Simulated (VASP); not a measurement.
# InSb (I-4m2) in VASP: a series of runs

Runs on InSb. Level: PBE. Tasks: single point.

Everything below comes from runs of VASP 6.6.1. Logs are shortened: lines on timing, memory, paths and dates and some standing lists are left out, and cuts for length are marked.

### Step 1. The cell of the first run

The structure is tetragonal, space group I-4m2 (No. 119). Conventional cell: a = 4.214 Å, b = 4.214 Å, c = 6.996 Å, α = 90.00°, β = 90.00°, γ = 90.00°. In (site symmetry -4m2) has 4 Sb at 2.74 Å within 3.6 Å. Within 3.6 Å of Sb (site symmetry -4m2) lie 4 In at 2.74 Å.

### Step 2. Single point, PBE (strain -0.080 along x and y, +0.080 along z)

INCAR reads:

```
ALGO = Normal ; EDIFF = 1E-6
ENCUT = 520 ; GGA = PE
ISIF = 2 ; ISMEAR = 0
LASPH = T ; LCHARG = F
LREAL = F ; LWAVE = F
NBANDS = 16 ; NELM = 100
PREC = Accurate ; SIGMA = 0.15
```

KPOINTS reads:

```
k-points
0
Gamma
  12 12 12
```

POSCAR reads:

```
InSb
1.0
    0.0000000000      2.9799720000      3.4982280000
    2.9799720000      0.0000000000      3.4982280000
    2.9799720000      2.9799720000      0.0000000000
In Sb
1 1
Direct
    0.0000000000      0.0000000000      0.0000000000
    0.7500000000      0.7500000000      0.7500000000
```

Potentials or basis: VASP PAW PBE potentials, release 64 (In_d, Sb).

Command:

```console
$ cat potpaw_PBE.64/In_d/POTCAR potpaw_PBE.64/Sb/POTCAR > POTCAR
$ mpirun -np 1 vasp_std > vasp.out
```

OUTCAR:

```text
EDIFF = 1E-6
   ENCUT = 520
   GGA = PE
   ISIF = 2
   ISMEAR = 0
   LASPH = T
   LREAL = F
   NELM = 100
   PREC = Accurate

 ion  position               nearest neighbor table
   1  0.000  0.000  0.000-   2 2.74   2 2.74   2 2.74   2 2.74
   2  0.750  0.750  0.750-   1 2.74   1 2.74   1 2.74   1 2.74

  LATTYP: Found a body centered tetragonal cell.
 ALAT       =     4.2143168179
 C/A-ratio  =     1.6601637471

  Lattice vectors:

 A1 = (  -2.9799720000,   0.0000000000,   3.4982280000)
 A2 = (   2.9799720000,   0.0000000000,   3.4982280000)
 A3 = (   0.0000000000,   2.9799720000,  -3.4982280000)

Analysis of symmetry for initial positions (statically):
=====================================================================
 Subroutine PRICEL returns:
 Original cell was already a primitive cell.

 Routine SETGRP: Setting up the symmetry group for a
 body centered tetragonal supercell.

 Subroutine GETGRP returns: Found  8 space group operations
 (whereof  8 operations were pure point group operations)
 out of a pool of 16 trial point group operations.

The static configuration has the point symmetry D_2d.

Analysis of symmetry for dynamics (positions and initial velocities):
=====================================================================
 Subroutine PRICEL returns:
 Original cell was already a primitive cell.

 Routine SETGRP: Setting up the symmetry group for a
 body centered tetragonal supercell.

 Subroutine GETGRP returns: Found  8 space group operations
 (whereof  8 operations were pure point group operations)
 out of a pool of 16 trial point group operations.

The dynamic configuration has the point symmetry D_2d.

 Subroutine INISYM returns: Found  8 space group operations
 (whereof  8 operations are pure point group operations),
 and found     1 'primitive' translations

----------------------------------------------------------------------------------------

                                     Primitive cell

  volume of cell :      62.1302

  direct lattice vectors                    reciprocal lattice vectors
     0.000000000  2.979972000  3.498228000    -0.167786811  0.167786811  0.142929506
     2.979972000  0.000000000  3.498228000     0.167786811 -0.167786811  0.142929506
     2.979972000  2.979972000  0.000000000     0.167786811  0.167786811 -0.142929506

  length of vectors
     4.595414264  4.595414264  4.214316818     0.277008433  0.277008433  0.277008433

  position of ions in fractional coordinates (direct lattice)
     0.000000000  0.000000000  0.000000000
     0.750000000  0.750000000  0.750000000

  ion indices of the primitive-cell ions
   primitive index   ion index
                 1           1
                 2           2

----------------------------------------------------------------------------------------

 KPOINTS: k-points

Automatic generation of k-mesh.
 Grid dimensions read from file:
 generate k-points for:   12   12   12

 Generating k-lattice:

  Cartesian coordinates                     Fractional coordinates (reciprocal lattice)
    -0.013982234  0.013982234  0.011910792     0.083333333 -0.000000000  0.000000000
     0.013982234 -0.013982234  0.011910792    -0.000000000  0.083333333  0.000000000
     0.013982234  0.013982234 -0.011910792     0.000000000  0.000000000  0.083333333

  Length of vectors
     0.023084036  0.023084036  0.023084036

  Shift w.r.t. Gamma in fractional coordinates (k-lattice)
     0.000000000  0.000000000  0.000000000

 Subroutine IBZKPT returns following result:
 ===========================================

 Found    163 irreducible k-points:

 Following reciprocal coordinates:
            Coordinates               Weight
  0.000000  0.000000  0.000000      1.000000
  0.083333  0.000000  0.000000      8.000000
  0.166667  0.000000  0.000000      8.000000
  0.250000  0.000000  0.000000      8.000000
  0.333333  0.000000  0.000000      8.000000
  0.416667 -0.000000  0.000000      8.000000
[... 16 lines left out ...]
  0.500000  0.166667  0.000000      8.000000
 -0.416667  0.166667  0.000000      8.000000
 [... further k-points ...]
   k-points           NKPTS =    163   k-points in BZ     NKDIM =    163   number of bands    NBANDS=     16
   number of dos      NEDOS =    301   number of ions     NIONS =      2
   total plane-waves  NPLWV =  41472
   dimension x,y,z NGX =    36 NGY =   36 NGZ =   32
   dimension x,y,z NGXF=    72 NGYF=   72 NGZF=   64
   ions per type =               1   1
   NGX,Y,Z   is equivalent  to a cutoff of  13.02, 13.02, 12.62 a.u.
   NGXF,Y,Z  is equivalent  to a cutoff of  26.05, 26.05, 25.25 a.u.
 SYSTEM =  unknown system
   PREC   = accura    normal or accurate (medium, high low for compatibility)
   ISTART =      0    job   : 0-new  1-cont  2-samecut
   ICHARG =      2    charge: 1-file 2-atom 10-const
   ISPIN  =      1    spin polarized calculation?
   LNONCOLLINEAR =      F non collinear calculations
   LSORBIT =      F    spin-orbit coupling
   LASPH  =      T    aspherical Exc in radial PAW
   ENCUT  =  520.0 eV  38.22 Ry    6.18 a.u.   8.54  8.54  7.84*2*pi/ulx,y,z
   NELM   =    100;   NELMIN=  2; NELMDL= -5     # of ELM steps
   EDIFF  = 0.1E-05   stopping-criterion for ELM
   LREAL  =      F    real-space projection
   EDIFFG = 0.1E-04   stopping-criterion for IOM
   NSW    =      0    number of steps for IOM
   IBRION =     -1    ionic relax: 0-MD 1-quasi-New 2-CG
   NFREE  =      0    steps in history (QN), initial steepest desc. (CG)
   ISIF   =      2    stress and relaxation
   ISYM   =      2    0-nonsym 1-usesym 2-fastsym
   POTIM  = 0.5000    time-step for ionic-motion
   TEBEG  =    0.0;   TEEND  =   0.0 temperature during run
   PSTRESS=    0.0 pullay stress
   NELECT =      18.0000    total number of electrons
   NUPDOWN=      -1.0000    fix difference up-down
   EMIN   =  10.00;   EMAX   =-10.00  energy-range for DOS
   EFERMI =   0.00;   METHOD = LEGACY
   ISMEAR =     0;   SIGMA  =   0.15  broadening in eV -4-tet -1-fermi 0-gaus
   EFERMI_NEDOS =   21; number of points for ismear=-14 and -15
   IALGO  =     38    algorithm
   IMIX   =      4    mixing-type and parameters
     AMIX     =   0.40;   BMIX     =  1.00
     AMIX_MAG =   1.60;   BMIX_MAG =  1.00
  volume/ion in A,a.u.               =      31.07       209.64
  Fermi-wavevector in a.u.,A,eV,Ry     =   1.083257  2.047059 15.965699  1.173446
  Thomas-Fermi vector in A             =   2.219319
   LORBIT       =      0    0 simple, 1 ext, 2 COOP (PROOUT), +10 PAW based schemes
   GGA     = PE    functional components
   LHFCALC =     F    Hartree Fock is set to
   AEXX    =    0.0000 exact exchange contribution
   IVDW    =     0    specifies the selected vdW correction
   LEPSILON=     F    determine dielectric tensor
   LRPA    =     F    only Hartree local field effects (RPA)
 non-spin polarized calculation
 Gauss-broadening in eV      SIGMA  =   0.15
  energy-cutoff  :      520.00
  volume of cell :       62.13
 maximum number of plane-waves:      1694
 NGX is ok and might be reduce to    36
   NGX = 17   NGY = 17   NGZ = 15

 number of electron      18.0000002 magnetization

 Free energy of the ion-electron system (eV)
  ---------------------------------------------------
  ext. energy  EPLUGINS =         0.00000000
  ---------------------------------------------------
  free energy    TOTEN  =        -6.59766311 eV

  energy without entropy =       -6.59638036  energy(sigma->0) =       -6.59702174

 E-fermi :   6.4401     XC(G=0):  -9.1053

 val. band max:        6.4089898264   @ k =  -0.0833   0.0833   0.0000
 cond. band min:       6.4448486405   @ k =   0.5000   0.0000   0.0000
 fundamental gap:      0.0358588141
 Fermi energy:         6.4401104954

 k-point     1 :       0.0000    0.0000    0.0000
  band No.  band energies     occupation
      1      -8.7417      2.00000
      2      -8.7052      2.00000
      3      -8.7052      2.00000
      4      -8.6155      2.00000
      5      -8.6153      2.00000
      6      -5.1639      2.00000
[... 8 lines left out ...]
     15      13.0442      0.00000
     16      13.4801      0.00000

 k-point     2 :       0.0833    0.0000    0.0000
  band No.  band energies     occupation
      1      -8.7408      2.00000
      2      -8.7087      2.00000
      3      -8.7034      2.00000
      4      -8.6162      2.00000
      5      -8.6143      2.00000
      6      -5.0917      2.00000
[... 8 lines left out ...]
     15      12.8266      0.00000
     16      14.1209      0.00000

 k-point     3 :       0.1667    0.0000    0.0000
  band No.  band energies     occupation
      1      -8.7417      2.00000
      2      -8.7147      2.00000
      3      -8.6987      2.00000
      4      -8.6182      2.00000
      5      -8.6116      2.00000
      6      -4.8799      2.00000
[... 8 lines left out ...]
     15      13.4051      0.00000
     16      14.2868      0.00000

 k-point     4 :       0.2500    0.0000    0.0000
  band No.  band energies     occupation
      1      -8.7525      2.00000
      2      -8.7138      2.00000
      3      -8.6925      2.00000
      4      -8.6206      2.00000
      5      -8.6072      2.00000
      6      -4.5458      2.00000
[... 8 lines left out ...]
     15      13.9038      0.00000
     16      13.9255      0.00000

 k-point     5 :       0.3333    0.0000    0.0000
  band No.  band energies     occupation
      1      -8.7676      2.00000
      2      -8.7090      2.00000
      3      -8.6869      2.00000
      4      -8.6225      2.00000
      5      -8.6020      2.00000
      6      -4.1310      2.00000
[... 8 lines left out ...]
     15      14.0499      0.00000
     16      14.6504      0.00000

 k-point     6 :       0.4167   -0.0000    0.0000
  band No.  band energies     occupation
      1      -8.7793      2.00000
      2      -8.7052      2.00000
      3      -8.6832      2.00000
      4      -8.6235      2.00000
      5      -8.5975      2.00000
      6      -3.7348      2.00000
[... 8 lines left out ...]
     15      14.6274      0.00000
     16      15.7363      0.00000

 k-point     7 :       0.5000    0.0000    0.0000
  band No.  band energies     occupation
      1      -8.7836      2.00000
      2      -8.7039      2.00000
      3      -8.6820      2.00000
      4      -8.6237      2.00000
      5      -8.5958      2.00000
      6      -3.5546      2.00000
[... 8 lines left out ...]
     15      15.1650      0.00000
     16      15.5383      0.00000

 k-point     8 :       0.0833    0.0833    0.0000
  band No.  band energies     occupation
      1      -8.7479      2.00000
      2      -8.7019      2.00000
      3      -8.7019      2.00000
      4      -8.6152      2.00000
      5      -8.6146      2.00000
      6      -5.0850      2.00000
[... 8 lines left out ...]
     15      12.4009      0.00000
     16      14.6818      0.00000

 k-point     9 :       0.1667    0.0833    0.0000
  band No.  band energies     occupation
      1      -8.7531      2.00000
      2      -8.7015      2.00000
      3      -8.6973      2.00000
      4      -8.6157      2.00000
      5      -8.6132      2.00000
      6      -4.9359      2.00000
[... 8 lines left out ...]
     15      13.0865      0.00000
     16      15.2033      0.00000
[... 172 lines left out ...]
 k-point    19 :       0.1667    0.1667    0.0000
  band No.  band energies     occupation
      1      -8.7634      2.00000
      2      -8.6928      2.00000
      3      -8.6928      2.00000
      4      -8.6145      2.00000
      5      -8.6137      2.00000
      6      -4.8518      2.00000
[... 8 lines left out ...]
     15      13.3046      0.00000
     16      16.1499      0.00000

 k-point    20 :       0.2500    0.1667    0.0000
  band No.  band energies     occupation
      1      -8.7713      2.00000
      2      -8.6900      2.00000
      3      -8.6866      2.00000
      4      -8.6148      2.00000
      5      -8.6129      2.00000
      6      -4.6322      2.00000
[... 8 lines left out ...]
     15      14.0946      0.00000
     16      15.5716      0.00000

 k-point    21 :       0.3333    0.1667    0.0000
  band No.  band energies     occupation
      1      -8.7774      2.00000
      2      -8.6914      2.00000
      3      -8.6806      2.00000
      4      -8.6162      2.00000
      5      -8.6103      2.00000
      6      -4.2959      2.00000
[... 8 lines left out ...]
     15      14.6669      0.00000
     16      15.2339      0.00000

 k-point    22 :       0.4167    0.1667    0.0000
  band No.  band energies     occupation
      1      -8.7828      2.00000
      2      -8.6940      2.00000
      3      -8.6763      2.00000
      4      -8.6185      2.00000
      5      -8.6063      2.00000
      6      -3.8899      2.00000
[... 8 lines left out ...]
     15      14.6396      0.00000
     16      15.3793      0.00000

 k-point    23 :       0.5000    0.1667    0.0000
  band No.  band energies     occupation
      1      -8.7870      2.00000
      2      -8.6960      2.00000
      3      -8.6747      2.00000
      4      -8.6213      2.00000
      5      -8.6022      2.00000
      6      -3.5251      2.00000
[... 8 lines left out ...]
     15      15.0606      0.00000
     16      15.4825      0.00000

 k-point    24 :      -0.4167    0.1667    0.0000
  band No.  band energies     occupation
      1      -8.7879      2.00000
      2      -8.6976      2.00000
      3      -8.6759      2.00000
      4      -8.6241      2.00000
      5      -8.5995      2.00000
      6      -3.3989      2.00000
[... 8 lines left out ...]
     15      14.5977      0.00000
     16      15.3796      0.00000

 [... further k-points ...]

------------------------ aborting loop because EDIFF is reached ----------------------------------------

  FORCE on cell =-STRESS in cart. coord.  units (eV):
  Direction    XX          YY          ZZ          XY          YZ          ZX
  --------------------------------------------------------------------------------------
  -------------------------------------------------------------------------------------
  Total        3.8873942      3.8873942      1.8320918      0.0000000      0.0000000      0.0000000
  in kB      100.2459177    100.2459177     47.2449448      0.0000000      0.0000000      0.0000000
  external PRESSURE =      82.5789267 kB  Pullay stress =       0.0000000 kB

 VOLUME and BASIS-vectors are now :
 -----------------------------------------------------------------------------
  energy-cutoff  :      520.00
  volume of cell :       62.13
      direct lattice vectors                 reciprocal lattice vectors
     0.000000000  2.979972000  3.498228000    -0.167786811  0.167786811  0.142929506
     2.979972000  0.000000000  3.498228000     0.167786811 -0.167786811  0.142929506
     2.979972000  2.979972000  0.000000000     0.167786811  0.167786811 -0.142929506

 POSITION                                       TOTAL-FORCE (eV/Angst)
 -----------------------------------------------------------------------------------
      0.00000      0.00000      0.00000         0.000000     -0.000000     -0.000000
      4.46996      4.46996      5.24734        -0.000000      0.000000      0.000000
 -----------------------------------------------------------------------------------
    total drift:                               -0.000000     -0.000000      0.000000

  FREE ENERGIE OF THE ION-ELECTRON SYSTEM (eV)
  ---------------------------------------------------
  free  energy   TOTEN  =        -6.5976631106 eV

  energy  without entropy=       -6.5963803631  energy(sigma->0) =       -6.59702174
```

It took 53 s on 1 thread of Intel Xeon 6975P-C (Granite Rapids), shared host; peak memory 0.32 GiB.

What came out:

```
Free energy            : -6.5977 eV
Pressure               : 8.3 GPa
Band gap on the k mesh : zero (band 9 reaches 6.45 eV, above the bottom of band 10 at 6.44 eV)
```

Caveat: the cell differs from its parent crystal (strain -0.080 along x and y, +0.080 along z); spin-orbit coupling is left out, which moves the levels of the heavy elements.

### Step 3. Single point, PBE (strain +0.000 along x and y, -0.080 along z)

INCAR reads:

```
PREC = Accurate ; ENCUT = 520
EDIFF = 1E-7 ; ISMEAR = 0
SIGMA = 0.15 ; LREAL = F
LASPH = T ; NELM = 80
ALGO = Normal ; ISIF = 2
LWAVE = F ; LCHARG = F
GGA = PE ; NBANDS = 16
```

KPOINTS reads:

```
regular mesh
0
Gamma
  12 12 12
```

POSCAR reads:

```
InSb
1.0
    0.0000000000      3.2391000000      2.9799720000
    3.2391000000      0.0000000000      2.9799720000
    3.2391000000      3.2391000000      0.0000000000
In Sb
1 1
Direct
    0.0000000000      0.0000000000      0.0000000000
    0.7500000000      0.7500000000      0.7500000000
```

Potentials or basis: VASP PAW PBE potentials, release 64 (In_d, Sb).

Command:

```console
$ cat potpaw_PBE.64/In_d/POTCAR potpaw_PBE.64/Sb/POTCAR > POTCAR
$ mpirun -np 1 vasp_std > vasp.out
```

Wall time 59 s (1 thread of Intel Xeon 6975P-C (Granite Rapids), shared host); peak memory 0.33 GiB.

Results (log left out):

- Free energy: -6.7014 eV
- Pressure: 8.1 GPa

Stress tensor (GPa, compression positive):
```
7.61 0.00 0.00
0.00 7.61 0.00
0.00 0.00 9.11
```

Levels at points of the mesh, in eV from the Fermi level:
```
           k point  band 5  band 6  band 7  band 8  band 9  band 10  band 11  band 12  band 13  band 14
(0.00, 0.00, 0.00)  -14.97  -11.54   -0.41   -0.41   -0.02    -0.01     2.59     2.76     2.76     5.54
(0.50, 0.00, 0.00)  -14.97   -9.95   -6.30   -1.69   -1.14     0.33     3.31     3.89     5.82     8.21
(0.50, 0.50, 0.00)  -14.96   -9.05   -6.28   -3.12   -3.12     0.57     0.63     8.39     8.39     9.36
(0.50, 0.00, 0.50)  -14.97   -9.33   -6.69   -2.68   -2.62     1.08     1.22     7.93     8.19     8.75
```

Caveat: the cell differs from its parent crystal (strain +0.000 along x and y, -0.080 along z); spin-orbit coupling is left out, which moves the levels of the heavy elements.

(Part 1 of 2 ends here.)
